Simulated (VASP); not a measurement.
The system is Ga3As2N.

```
Ga As N
1.0
     3.77008    0.00000    0.00000
    -1.88504    3.26498    0.00000
     0.00000    0.00000    9.23477
Ga As N
3 2 1
Direct
  0.33333 0.66667 0.66667
  0.66667 0.33333 0.33333
  0.00000 0.00000 0.00000
  0.66667 0.33333 0.83333
  0.33333 0.66667 0.16667
  0.00000 0.00000 0.50000
```

| Quantity | Value |
| --- | --- |
| Program | VASP 6.6.1 |
| Task | relaxation of cell and atoms |
| Functional | PBE |
| Potentials or basis | VASP PAW PBE potentials, release 64 (Ga_d, As, N) |
| Cutoff | 600 eV |
| k mesh | 6 × 6 × 2 |
| Occupations | gaussian, width 0.1 eV |
| Spin | no spin polarisation |

At the start: pressure -7.2 GPa; volume 18.95 Å³/atom.

Q: Where does the relaxation end?

A: Over 12 steps the energy falls by 289.4 meV/atom and the volume is 16.21 Å³/atom (-14.4 %); space group P-3m1 (No. 164, to 0.1 Å) before and after.

Step by step:
```tsv
step	energy change (eV)	largest force (eV/Å)	pressure (GPa)	volume (Å³)
1	0.0000	2.0551	-7.16	113.67
2	-0.8040	2.2736	-0.57	100.31
3	-0.9490	2.0992	6.89	92.47
4	-1.3484	0.5632	6.80	91.57
5	-1.3883	0.4992	7.27	91.19
6	-1.5673	0.1494	-0.85	98.41
7	-1.5673	0.1492	-0.83	98.39
8	-1.6037	0.2294	-0.63	98.16
9	-1.7170	0.2343	-0.10	97.34
10	-1.5679	0.0859	1.92	95.20
11	-1.7336	0.1734	0.20	96.90
12	-1.7364	0.0362	-0.01	97.26
```

Final structure:
```yaml
crystal:
  lattice:
    - [3.39868, 0.00000, 0.00000]
    - [-1.69934, 2.94334, 0.00000]
    - [0.00000, 0.00000, 9.72310]
  atoms:
    - { symbol: Ga, position: [0.33333, 0.66667, 0.62146] }
    - { symbol: Ga, position: [0.66667, 0.33333, 0.37854] }
    - { symbol: Ga, position: [0.00000, 0.00000, 0.00000] }
    - { symbol: As, position: [0.66667, 0.33333, 0.82117] }
    - { symbol: As, position: [0.33333, 0.66667, 0.17883] }
    - { symbol: N, position: [0.00000, 0.00000, 0.50000] }
```
